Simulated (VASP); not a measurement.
# AlN (Fm-3m) in VASP: further runs

The runs below take AlN through single point, with PBE.

Everything below comes from runs of VASP 6.6.1. Logs are shortened: lines on timing, memory, paths and dates and some standing lists are left out, and cuts for length are marked.

**1. The cell of the first run**

Symmetry: Fm-3m, No. 225, cubic system. Conventional cell: a = 3.929 Å, b = 3.929 Å, c = 3.929 Å, α = 90.00°, β = 90.00°, γ = 90.00°. Al (site symmetry m-3m) has 6 N at 1.96 Å within 2.6 Å. Within 2.6 Å of N (site symmetry m-3m) lie 6 Al at 1.96 Å.

**2. Single point, PBE (volume scaled by 0.98)**

INCAR

```
SYSTEM = AlN
PREC = Accurate ; ENCUT = 520
EDIFF = 1E-6 ; ISMEAR = -1
SIGMA = 0.02 ; LREAL = .FALSE.
LASPH = .TRUE. ; NELM = 60
ALGO = Normal ; ISIF = 2
LWAVE = .FALSE. ; LCHARG = .FALSE.
GGA = PE ; NBANDS = 11
```

KPOINTS

```
Automatic mesh
0
G
  10 10 10
  0 0 0
```

POSCAR

```
AlN
1.0
    0.0000000000      1.9647244322      1.9647244322
    1.9647244322      0.0000000000      1.9647244322
    1.9647244322      1.9647244322      0.0000000000
Al N
1 1
Direct
    0.0000000000      0.0000000000      0.0000000000
    0.5000000000      0.5000000000      0.5000000000
```

Potentials or basis: VASP PAW PBE potentials, release 64 (Al, N).

The run is started by

```bash
cat potpaw_PBE.64/Al/POTCAR potpaw_PBE.64/N/POTCAR > POTCAR
mpirun -np 1 vasp_std > vasp.out
```

OUTCAR:

```text
SYSTEM = AlN
   PREC = Accurate
   ENCUT = 520
   EDIFF = 1E-6
   ISMEAR = -1
   LREAL = .FALSE.
   LASPH = .TRUE.
   NELM = 60
   ISIF = 2
   GGA = PE

 ion  position               nearest neighbor table
   1  0.000  0.000  0.000-   2 1.96   2 1.96   2 1.96   2 1.96   2 1.96   2 1.96
   2  0.500  0.500  0.500-   1 1.96   1 1.96   1 1.96   1 1.96   1 1.96   1 1.96

  LATTYP: Found a face centered cubic cell.
 ALAT       =     3.9294488644

  Lattice vectors:

 A1 = (   0.0000000000,   1.9647244322,   1.9647244322)
 A2 = (   1.9647244322,   0.0000000000,   1.9647244322)
 A3 = (   1.9647244322,   1.9647244322,   0.0000000000)

Analysis of symmetry for initial positions (statically):
=====================================================================
 Subroutine PRICEL returns:
 Original cell was already a primitive cell.

 Routine SETGRP: Setting up the symmetry group for a
 face centered cubic supercell.

 Subroutine GETGRP returns: Found 48 space group operations
[... 9 lines left out ...]

 Routine SETGRP: Setting up the symmetry group for a
 face centered cubic supercell.

 Subroutine GETGRP returns: Found 48 space group operations
[... 11 lines left out ...]
                                     Primitive cell

  volume of cell :      15.1682

  direct lattice vectors                    reciprocal lattice vectors
     0.000000000  1.964724432  1.964724432    -0.254488615  0.254488615  0.254488615
     1.964724432  0.000000000  1.964724432     0.254488615 -0.254488615  0.254488615
     1.964724432  1.964724432  0.000000000     0.254488615  0.254488615 -0.254488615

  length of vectors
     2.778539938  2.778539938  2.778539938     0.440787211  0.440787211  0.440787211

  position of ions in fractional coordinates (direct lattice)
     0.000000000  0.000000000  0.000000000
     0.500000000  0.500000000  0.500000000

  ion indices of the primitive-cell ions
   primitive index   ion index
                 1           1
                 2           2

----------------------------------------------------------------------------------------

 KPOINTS: Automatic mesh

Automatic generation of k-mesh.
 Grid dimensions read from file:
 generate k-points for:   10   10   10

 Generating k-lattice:

  Cartesian coordinates                     Fractional coordinates (reciprocal lattice)
    -0.025448862  0.025448862  0.025448862     0.100000000  0.000000000  0.000000000
     0.025448862 -0.025448862  0.025448862     0.000000000  0.100000000  0.000000000
[... 58 lines left out ...]
   EDIFF  = 0.1E-05   stopping-criterion for ELM
   LREAL  =      F    real-space projection
   EDIFFG = 0.1E-04   stopping-criterion for IOM
   NSW    =      0    number of steps for IOM
   IBRION =     -1    ionic relax: 0-MD 1-quasi-New 2-CG
   NFREE  =      0    steps in history (QN), initial steepest desc. (CG)
   ISIF   =      2    stress and relaxation
   ISYM   =      2    0-nonsym 1-usesym 2-fastsym
   POTIM  = 0.5000    time-step for ionic-motion
   TEBEG  =    0.0;   TEEND  =   0.0 temperature during run
   PSTRESS=    0.0 pullay stress
   NELECT =       8.0000    total number of electrons
   NUPDOWN=      -1.0000    fix difference up-down
   EMIN   =  10.00;   EMAX   =-10.00  energy-range for DOS
   EFERMI =   0.00;   METHOD = LEGACY
   ISMEAR =    -1;   SIGMA  =   0.02  broadening in eV -4-tet -1-fermi 0-gaus
   EFERMI_NEDOS =   21; number of points for ismear=-14 and -15
   IALGO  =     38    algorithm
   IMIX   =      4    mixing-type and parameters
     AMIX     =   0.40;   BMIX     =  1.00
     AMIX_MAG =   1.60;   BMIX_MAG =  1.00
  volume/ion in A,a.u.               =       7.58        51.18
  Fermi-wavevector in a.u.,A,eV,Ry     =   1.322695  2.499532 23.803708  1.749523
  Thomas-Fermi vector in A             =   2.452358
   LORBIT       =      0    0 simple, 1 ext, 2 COOP (PROOUT), +10 PAW based schemes
   GGA     = PE    functional components
   LHFCALC =     F    Hartree Fock is set to
   AEXX    =    0.0000 exact exchange contribution
   IVDW    =     0    specifies the selected vdW correction
   LEPSILON=     F    determine dielectric tensor
   LRPA    =     F    only Hartree local field effects (RPA)
 non-spin polarized calculation
  energy-cutoff  :      520.00
  volume of cell :       15.17
 maximum number of plane-waves:       423
 NGX is ok and might be reduce to    24
   NGX = 11   NGY = 11   NGZ = 11

 number of electron       8.0000000 magnetization

 Free energy of the ion-electron system (eV)
  ---------------------------------------------------
  ext. energy  EPLUGINS =         0.00000000
  ---------------------------------------------------
  free energy    TOTEN  =       -14.38873041 eV

  energy without entropy =      -14.38873041  energy(sigma->0) =      -14.38873041

 E-fermi :  11.6390     XC(G=0): -12.6926

 val. band max:       11.1152008454   @ k =   0.0000   0.0000   0.0000
 cond. band min:      16.2602891445   @ k =   0.5000   0.5000   0.0000
 fundamental gap:      5.1450882991
 Fermi energy:        11.6389990186

 k-point     1 :       0.0000    0.0000    0.0000
  band No.  band energies     occupation
      1      -7.2418      2.00000
      2      11.1152      2.00000
      3      11.1152      2.00000
      4      11.1152      2.00000
      5      18.0856      0.00000
      6      23.5551      0.00000
      7      23.5551      0.00000
      8      23.5551      0.00000
      9      28.9338      0.00000
     10      29.5433      0.00000
     11      29.5433      0.00000
[... 309 lines left out ...]
 k-point    24 :       0.4000    0.3000    0.0000
  band No.  band energies     occupation
      1      -3.9389      2.00000
      2       4.9100      2.00000
      3       8.0753      2.00000
      4       8.6369      2.00000
      5      17.5867      0.00000
      6      18.5903      0.00000
      7      24.3436      0.00000
      8      27.8173      0.00000
      9      28.6967      0.00000
     10      33.9204      0.00000
     11      37.2481      0.00000

 [... further k-points ...]
[... 5 lines left out ...]
  --------------------------------------------------------------------------------------
  -------------------------------------------------------------------------------------
  Total        3.0793735      3.0793735      3.0793735      0.0000000      0.0000000      0.0000000
  in kB      325.2655073    325.2655073    325.2655073      0.0000000      0.0000000      0.0000000
  external PRESSURE =     325.2655073 kB  Pullay stress =       0.0000000 kB

 VOLUME and BASIS-vectors are now :
 -----------------------------------------------------------------------------
  energy-cutoff  :      520.00
  volume of cell :       15.17
      direct lattice vectors                 reciprocal lattice vectors
     0.000000000  1.964724432  1.964724432    -0.254488615  0.254488615  0.254488615
     1.964724432  0.000000000  1.964724432     0.254488615 -0.254488615  0.254488615
     1.964724432  1.964724432  0.000000000     0.254488615  0.254488615 -0.254488615

 POSITION                                       TOTAL-FORCE (eV/Angst)
 -----------------------------------------------------------------------------------
      0.00000      0.00000      0.00000        -0.000000      0.000000     -0.000000
      1.96472      1.96472      1.96472         0.000000     -0.000000      0.000000
 -----------------------------------------------------------------------------------
    total drift:                               -0.000000     -0.000000      0.000000

  FREE ENERGIE OF THE ION-ELECTRON SYSTEM (eV)
  ---------------------------------------------------
  free  energy   TOTEN  =       -14.3887304111 eV

  energy  without entropy=      -14.3887304111  energy(sigma->0) =      -14.38873041
```

Run time: 9.4 s. Hardware: 1 thread of AMD EPYC 9R45 (Zen 5), shared host; peak memory 0.1 GiB.

Results:

| Property | Result |
| --- | --- |
| Free energy | -14.3887 eV |
| Pressure | 32.5 GPa |
| Band gap on the k mesh | 5.15 eV, indirect (least direct gap 6.97 eV) |

**3. Single point, PBE (volume scaled by 0.96)**

INCAR

```
PREC = Accurate ; ENCUT = 520
EDIFF = 1E-7 ; ISMEAR = -1
SIGMA = 0.02 ; LREAL = False
LASPH = True ; NELM = 60
ALGO = Normal ; ISIF = 2
LWAVE = False ; LCHARG = False
GGA = PE ; NBANDS = 11
```

KPOINTS

```
Automatic mesh
0
Gamma
  10 10 10
```

POSCAR

```
AlN
1.0
    0.0000000000      1.9512669932      1.9512669932
    1.9512669932      0.0000000000      1.9512669932
    1.9512669932      1.9512669932      0.0000000000
Al N
1 1
Direct
    0.0000000000      0.0000000000      0.0000000000
    0.5000000000      0.5000000000      0.5000000000
```

Potentials or basis: VASP PAW PBE potentials, release 64 (Al, N).

The run is started by

```bash
cat potpaw_PBE.64/Al/POTCAR potpaw_PBE.64/N/POTCAR > POTCAR
mpirun -np 1 vasp_std > vasp.out
```

Run time: 9.6 s. Hardware: 1 thread of AMD EPYC 9R45 (Zen 5), shared host; peak memory 0.09 GiB.

Results (log left out):

| Quantity | Value |
| --- | --- |
| Free energy | -14.3180 eV |
| Pressure | 40.6 GPa |
| Band gap on the k mesh | 5.10 eV, indirect (least direct gap 7.30 eV) |

Levels at points of the mesh, in eV from the valence-band top:
```csv
k point,band 2,band 3,band 4,band 5,band 6,band 7
"(0.00, 0.00, 0.00)",0.00,0.00,0.00,7.30,12.50,12.50
"(0.50, 0.00, 0.00)",-9.01,-1.29,-1.29,6.83,11.89,11.89
"(0.50, 0.50, 0.00)",-8.12,-3.08,-3.08,5.10,5.68,15.40
```

 A k mesh can miss the band edges.
